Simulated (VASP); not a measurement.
**Be3Nb2P4: single point with PBE**

Crystal: Be3Nb2P4.

```
Be Nb P
1.0
     0.00000    4.55244    5.62526
     2.66373    0.00000    5.62526
     2.66373    4.55244    0.00000
Be Nb P
3 2 4
Direct
  0.50000 0.50000 0.00000
  0.00000 0.00000 0.00000
  0.00000 0.00000 0.50000
  0.64626 0.64626 0.35374
  0.35374 0.35374 0.64626
  0.05666 0.72136 0.27864
  0.72136 0.05666 0.94334
  0.94334 0.27864 0.72136
  0.27864 0.94334 0.05666
```

| Property | Result |
| --- | --- |
| Program | VASP 6.6.1 |
| Task | single point |
| Functional | PBE |
| Potentials or basis | VASP PAW PBE potentials, release 64 (Be, Nb_sv, P) |
| Cutoff | 520 eV |
| k mesh | 4 × 4 × 4 |
| Occupations | gaussian, width 0.1 eV |
| Spin | no spin polarisation |

```json
{"Pressure": "3.4 GPa", "Largest force": "6.342 eV/Å", "Band gap on the k mesh": "zero (band 26 reaches 8.24 eV, above the bottom of band 27 at 7.59 eV)"}
```

Forces in eV/Å, atoms in the order of the input:
```
Be   0.000  0.000  0.000
Be   0.000  0.000  0.000
Be   0.000  0.000  0.000
Nb   0.000  0.000 -0.307
Nb   0.000  0.000  0.307
P    0.000 -0.712 -6.302
P    0.000  0.712 -6.302
P    0.000  0.712  6.302
P    0.000 -0.712  6.302
```

Stress tensor (GPa, compression positive):
```
-1.55  0.00  0.00
 0.00 -3.74  0.00
 0.00  0.00 15.43
```

Levels at points of the mesh, in eV from the Fermi level:
```
           k point  band 24  band 25  band 26  band 27  band 28  band 29
(0.00, 0.00, 0.00)    -0.14    -0.01     0.22     0.23     0.71     1.02
(0.50, 0.00, 0.00)    -0.81    -0.21    -0.14     0.04     0.54     0.81
(0.50, 0.50, 0.00)    -0.71    -0.62     0.09     0.52     0.90     1.02
(0.50, 0.00, 0.50)    -0.55    -0.41    -0.24     0.00     0.67     0.96
(0.00, 0.50, 0.50)    -0.75    -0.62    -0.01     0.00     0.20     0.31
```

It took 67 s on 1 thread of Intel(R) Xeon(R) 6975P-C (Granite Rapids), with other jobs on the host, peak memory 0.34 GiB.

Caveat: the k points lie up to 0.37 Å⁻¹ apart; forces of over 1 eV/Å act on the atoms, so gaps and moduli don't describe the material at rest.
